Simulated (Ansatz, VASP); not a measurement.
# Si in VASP and in Ansatz

```
CELL_PARAMETERS angstrom
3.83100 0.00000 0.00000
-1.91550 3.31774 0.00000
0.00000 0.00000 28.00000
ATOMIC_POSITIONS crystal
Si 0.33333 0.66667 0.51020
Si 0.66667 0.33333 0.48980
```

Alike in both runs: task single point; functional LDA; k mesh 15 × 15 × 1; occupations gaussian, width 0.1 eV; no spin polarisation.

|  | VASP | Ansatz |
| --- | --- | --- |
| version | VASP 6.6.1 | Ansatz 0.2.0 |
| potentials or method | VASP PAW LDA potentials, release 64 (Si), cutoff 520 eV | scalar-relativistic, plane waves, PAW |
| valence electrons in the cell | 8 | 8 |

|  | VASP | Ansatz | Ansatz less VASP |
| --- | --- | --- | --- |
| gap on the k mesh at the Fermi level (eV) | none | none | - |
| rms of the force components (eV/Å) | 0.196 | 0.194 | -0.0016 |

Ansatz warns that its potentials were made for another functional, while VASP's fit it. LDA's correlation is that of Perdew and Zunger in VASP and of Perdew and Wang (1992) in Ansatz. Atom by atom the forces differ by 0.002 eV/Å (rms over components). A gap of «none» marks a metal or a gap that the smearing closes.
